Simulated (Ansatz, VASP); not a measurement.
**BaTiO3 in VASP and in Ansatz**

```
Ba Ti O
1.0
     3.96391    0.00000    0.00000
     0.00000    2.85780    2.87401
     0.00000   -2.85780    2.87401
Ba Ti O
1 1 3
Cartesian
  0.0000 0.0000 0.0479
  1.9820 0.0000 3.0113
  0.0000 0.0000 2.8179
  1.9820 -1.3891 4.2375
  1.9820 1.3891 4.2375
```

Alike in both runs: task single point; functional r2SCAN; k mesh 6 × 6 × 6; no spin polarisation.

|  | VASP | Ansatz |
| --- | --- | --- |
| version | VASP 6.6.1 | Ansatz 0.2.0 |
| potentials or method | VASP PAW PBE potentials, release 64 (Ba_sv, Ti_sv, O) | plane waves, PAW |
| plane-wave cutoff (eV) | 520 | 500 |
| occupations | gaussian, width 0.01 eV | fixed |
| valence electrons in the cell | 40 | 40 |

```tsv
	VASP	Ansatz	Ansatz less VASP
gap on the k mesh at the Fermi level (eV)	2.64	2.66	+0.021
```

VASP's potentials were made for PBE, not for r2SCAN.

Spin-orbit coupling is off throughout.
